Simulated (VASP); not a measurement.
The system is TaN.

```xyz
2
Lattice="0.0000 2.1790 2.1790 2.1790 0.0000 2.1790 2.1790 2.1790 0.0000" Properties=species:S:1:pos:R:3 pbc="T T T"
Ta    2.1790    2.1790    2.1790
N     0.0000    0.0000    0.0000
```

```yaml
Program: VASP 6.6.1
Task: relaxation of cell and atoms
Functional: r2SCAN
Potentials_or_basis: VASP PAW PBE potentials, release 64 (Ta_pv, N)
Cutoff: 600 eV
k_mesh: 10 × 10 × 10
Occupations: fermi-dirac, width 0.05 eV
Spin: no spin polarisation
Hubbard_terms: Ta d U = 4.0 eV
```

At the start: pressure 25.0 GPa; volume 10.35 Å³/atom.

Task: Where does the relaxation end?

Result: Over 4 steps the energy falls by 51.9 meV/atom and the volume is 11.06 Å³/atom (+6.9 %); space group Fm-3m (No. 225, to 0.1 Å) before and after.

The path:
| step | energy change (eV) | largest force (eV/Å) | pressure (GPa) | volume (Å³) |
| --- | --- | --- | --- | --- |
| 1 | 0.0000 | 0.0000 | 25.01 | 20.69 |
| 2 | 0.4036 | 0.0000 | -36.92 | 25.92 |
| 3 | -0.1034 | 0.0000 | -1.25 | 22.19 |
| 4 | -0.1038 | 0.0000 | -0.12 | 22.11 |

Final structure:
```xyz
2
Lattice="0.0000 2.2277 2.2277 2.2277 0.0000 2.2277 2.2277 2.2277 0.0000" Properties=species:S:1:pos:R:3 pbc="T T T"
Ta    2.2277    2.2277    2.2277
N     0.0000    0.0000    0.0000
```

Caveat: the PAW data sets were made with another functional, which shifts forces and pressure a little; U without spin polarisation on a metal has little footing.
